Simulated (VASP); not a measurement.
Write the native input for VASP 6.6.1 that does the following.

* Task: single point
* Functional: LDA
* Potentials or basis: VASP PAW LDA potentials, release 64 (Zr_sv, In_d)
* Cutoff: 520 eV
* k mesh: 12 × 12 × 9
* Occupations: fermi-dirac, width 0.05 eV
* Spin: collinear spin
* Starting moments: [1.0, 0.0] μB
* Dipole correction: no
* Further INCAR settings: ALGO = Normal; EDIFF = 1e-07; NBANDS = 24

The structure of ZrIn lies in POSCAR:

```
ZrIn
1.0
    3.1406491600      0.0000000000      0.0000000000
    0.0000000000      3.1406491600      0.0000000000
    0.0000000000      0.0000000000      4.4541007200
Zr In
1 1
Direct
    0.0000000000      0.0000000000      0.0000000000
    0.5000000000      0.5000000000      0.5000000000
```

These files were run (other wordings do the same):

INCAR

```
ALGO = Normal ; EDIFF = 1E-7
ENCUT = 520 ; GGA = CA
ISIF = 2 ; ISMEAR = -1
ISPIN = 2 ; LASPH = True
LCHARG = False ; LMAXMIX = 4
LORBIT = 11 ; LREAL = False
LWAVE = False ; MAGMOM = 1 0
NBANDS = 24 ; NELM = 150
PREC = Accurate ; SIGMA = 0.05
```

KPOINTS

```
k-points
0
Gamma
  12 12 9
```

Potentials or basis: VASP PAW LDA potentials, release 64 (Zr_sv, In_d).

Command:

```bash
$ cat potpaw_LDA.64/Zr_sv/POTCAR potpaw_LDA.64/In_d/POTCAR > POTCAR
$ mpirun -np 1 vasp_std > vasp.out
```

It gave:

| Item | Value |
| --- | --- |
| Pressure | -5.9 GPa |
| Net moment | 0.00 μB per cell |
| Valence electrons inside the program's atomic spheres | Zr 9.81; In 11.58 |

Caveat: the cell stands under tension.

Run time: 83 s on 1 thread of Intel(R) Xeon(R) 6975P-C (Granite Rapids), on a shared host, peak memory 0.31 GiB.
